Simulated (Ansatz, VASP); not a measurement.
# SiC: VASP beside Ansatz

Contents of INCAR:

```
PREC = Accurate
ENCUT = 520
EDIFF = 1E-8
ISMEAR = -1
SIGMA = 0.05
LREAL = F
LASPH = T
NELM = 60
ALGO = Normal
ISIF = 2
LWAVE = F
LCHARG = F
GGA = PE
LEFG = T
NBANDS = 11
```

The input KPOINTS:

```
Automatic mesh
0
Gamma
  13 13 13
```

The input POSCAR:

```
SiC
1.0
    0.0000000000      2.0160462829      2.0160462829
    2.0160462829      0.0000000000      2.0160462829
    2.0160462829      2.0160462829      0.0000000000
Si C
1 1
Direct
    0.0000000000      0.0000000000      0.0000000000
    0.5000000000      0.5000000000      0.5000000000
```

Input for Ansatz:

```yaml
crystal:
  lattice:
    - [0.0, 2.0160462829, 2.0160462829]
    - [2.0160462829, 0.0, 2.0160462829]
    - [2.0160462829, 2.0160462829, 0.0]
  atoms:
    - { symbol: Si, position: [0.0, 0.0, 0.0] }
    - { symbol: C, position: [0.5, 0.5, 0.5] }
kpoints:
  mp_grid: { grid: [13, 13, 13] }
scf:
  occupations: { method: fermi_dirac, width: 0.05 }
hamiltonian:
  xc: pbe
  pseudopotentials: { kind: paw }
output:
  forces: true
  stress: true
  eigenvalues: true
  efg: { contact_densities: true }
```

Change from the starting cell: volume scaled by 0.98, PAW files.

Alike in both runs: task electric field gradients; functional PBE; k mesh 13 × 13 × 13; occupations fermi-dirac, width 0.05 eV; no spin polarisation.

|  | VASP | Ansatz |
| --- | --- | --- |
| version | VASP 6.6.1 | Ansatz 0.2.0 |
| potentials or method | VASP PAW PBE potentials, release 64 (Si, C) | PAW with Ansatz's default frozen-core files, scalar-relativistic |
| plane-wave cutoff (eV) | 520 | 420 |
| valence electrons in the cell | 8 | 8 |

|  | VASP | Ansatz | Ansatz less VASP |
| --- | --- | --- | --- |
| pressure (GPa) | 5.2 | 5.0 | -0.21 |
